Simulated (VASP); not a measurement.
Runs of VASP 6.6.1 on C. The structure is that of space group Fd-3m (No. 227), or close to it. The cells are those of the table. 

```tsv
task	cell	cutoff (eV)	gap on the mesh (eV)	pressure (GPa)
single point	a = 2.526 Å, angles 60.0°, 2 atoms	520	4.16	0.6
relaxation of cell and atoms	relaxed to 8 GPa from a = 2.522 Å, angles 60.0°, 2 atoms	600	4.20	8.0
relaxation of cell and atoms	relaxed from a = 2.522 Å, angles 60.0°, 2 atoms	600	4.16	0.0
single point	a = 2.522 Å, angles 60.0°, 2 atoms	520	4.17	2.6
single point	a = 2.511 Å, angles 60.0°, 2 atoms	520	4.20	8.7
single point	a = 2.514 Å, angles 60.0°, 2 atoms	520	4.19	(a)
relaxation of cell and atoms	relaxed to 2 GPa from a = 2.522 Å, angles 60.0°, 2 atoms	600	4.17	1.8
relaxation of cell and atoms	relaxed to 6 GPa from a = 2.522 Å, angles 60.0°, 2 atoms	600	4.19	6.0
```

Alike in all rows: level PBE; potentials or basis VASP PAW PBE potentials, release 64 (C); no spin polarisation; k mesh 10 × 10 × 10; smearing fermi-dirac 0.05 eV.

Q: Fill in the values left out.

A: (a) 6.6.

Caveats: the cell is relaxed towards a set pressure, so the enthalpy falls and the energy may rise (some runs); the relaxation stopped at its first step, so nothing moved (some runs).

A k mesh can miss the band edges.
